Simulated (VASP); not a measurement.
Set up this calculation in VASP 6.6.1, as the native input.

| Quantity | Value |
| --- | --- |
| Task | single point |
| Functional | PBE |
| Potentials or basis | VASP PAW PBE potentials, release 64 (Pd) |
| Cutoff | 500 eV |
| k mesh | 8 × 8 × 8 |
| Occupations | gaussian, width 0.05 eV |
| Spin | no spin polarisation |
| Dipole correction | no |
| Further INCAR settings | ALGO = Normal; EDIFF = 1e-06; NBANDS = 11 |

The structure of Pd lies in POSCAR:

```
Pd
1.0
   -1.5699787767      1.5699787767      1.5699787767
    1.5699787767     -1.5699787767      1.5699787767
    1.5699787767      1.5699787767     -1.5699787767
Pd
1
Direct
    0.0000000000      0.0000000000      0.0000000000
```

These files were run (other wordings do the same):

INCAR

```
SYSTEM = Pd
PREC = Accurate
ENCUT = 500
EDIFF = 1E-6
ISMEAR = 0
SIGMA = 0.05
LREAL = .FALSE.
LASPH = .TRUE.
NELM = 120
ALGO = Normal
ISIF = 2
LWAVE = .FALSE.
LCHARG = .TRUE.
GGA = PE
LELF = .TRUE.
LVHAR = .TRUE.
NBANDS = 11
GGA_COMPAT = .FALSE.
```

KPOINTS

```
regular mesh
0
G
  8 8 8
  0 0 0
```

Potentials or basis: VASP PAW PBE potentials, release 64 (Pd).

Run with:

```console
$ cat potpaw_PBE.64/Pd/POTCAR > POTCAR
$ mpirun -np 1 vasp_std > vasp.out
```

It gave:

- Pressure: -0.3 GPa
- Band gap on the k mesh: zero (band 5 reaches 9.55 eV, above the bottom of band 6 at 8.10 eV)

Run time: 2.9 s on 1 thread of Intel(R) Xeon(R) Platinum 8559C (Emerald Rapids), on a shared host, peak memory 0.12 GiB.
